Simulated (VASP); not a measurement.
Wanted: the native input for a VASP 6.6.1 run.

| Item | Value |
| --- | --- |
| Task | electric field gradients |
| Functional | PBE |
| Potentials or basis | VASP PAW PBE potentials, release 64 (Ti_sv, N) |
| Cutoff | 520 eV |
| k mesh | 4 × 4 × 4 |
| Occupations | fermi-dirac, width 0.05 eV |
| Spin | no spin polarisation |
| Dipole correction | no |
| Further INCAR settings | ALGO = Normal; EDIFF = 1e-08; NBANDS = 16 |

The structure of TiN lies in POSCAR:

```
TiN
1.0
    0.0000000000      2.1220000000      2.1220000000
    2.1220000000      0.0000000000      2.1220000000
    2.1220000000      2.1220000000      0.0000000000
Ti N
1 1
Direct
    0.0000000000      0.0000000000      0.0000000000
    0.5000000000      0.5000000000      0.5000000000
```

The input as run:

INCAR

```
SYSTEM = TiN
PREC = Accurate ; ENCUT = 520
EDIFF = 1E-8 ; ISMEAR = -1
SIGMA = 0.05 ; LREAL = .FALSE.
LASPH = .TRUE. ; NELM = 80
ALGO = Normal ; ISIF = 2
LWAVE = .FALSE. ; LCHARG = .FALSE.
GGA = PE ; LEFG = .TRUE.
NBANDS = 16
```

KPOINTS

```
Automatic mesh
0
G
  4 4 4
  0 0 0
```

Potentials or basis: VASP PAW PBE potentials, release 64 (Ti_sv, N).

Run with:

```sh
$ cat potpaw_PBE.64/Ti_sv/POTCAR potpaw_PBE.64/N/POTCAR > POTCAR
$ mpirun -np 1 vasp_std > vasp.out
```

It gave:

| Item | Value |
| --- | --- |
| Pressure | 1.7 GPa |

Caveat: the k points lie up to 0.64 Å⁻¹ apart; without QUAD_EFG the Cq values of the log hold for a quadrupole moment of 1 mb, not for the nuclei.

Run time: 4.8 s on 1 thread of Intel(R) Xeon(R) 6975P-C (Granite Rapids) (shared host), peak memory 0.13 GiB.
